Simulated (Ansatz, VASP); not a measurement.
# B in VASP and in Ansatz

```
CELL_PARAMETERS angstrom
1.69949 0.00000 0.00000
-0.84975 1.47181 0.00000
0.00000 0.00000 8.00775
ATOMIC_POSITIONS crystal
B 0.33333 0.66667 0.25000
B 0.66667 0.33333 0.75000
```

Alike in both runs: task relaxation of cell and atoms; functional r2SCAN; k mesh 36 × 36 × 8; occupations gaussian, width 0.1 eV; no spin polarisation.

|  | VASP | Ansatz |
| --- | --- | --- |
| version | VASP 6.6.1 | Ansatz 0.2.0 |
| potentials or method | VASP PAW PBE potentials, release 64 (B), cutoff 550 eV | scalar-relativistic, plane waves, PAW |
| valence electrons in the cell | 6 | 6 |

```tsv
	VASP	Ansatz	Ansatz less VASP
gap on the k mesh at the Fermi level, each at its own relaxed structure (eV)	none	none	-
relaxed volume (Å³/atom)	9.32	9.38	+0.051
relaxed cell length with the largest relative difference (Å)	7.396	7.439	+0.0429
```

VASP's potentials were made for PBE, not for r2SCAN. A gap of «none» marks a metal or a gap that the smearing closes.
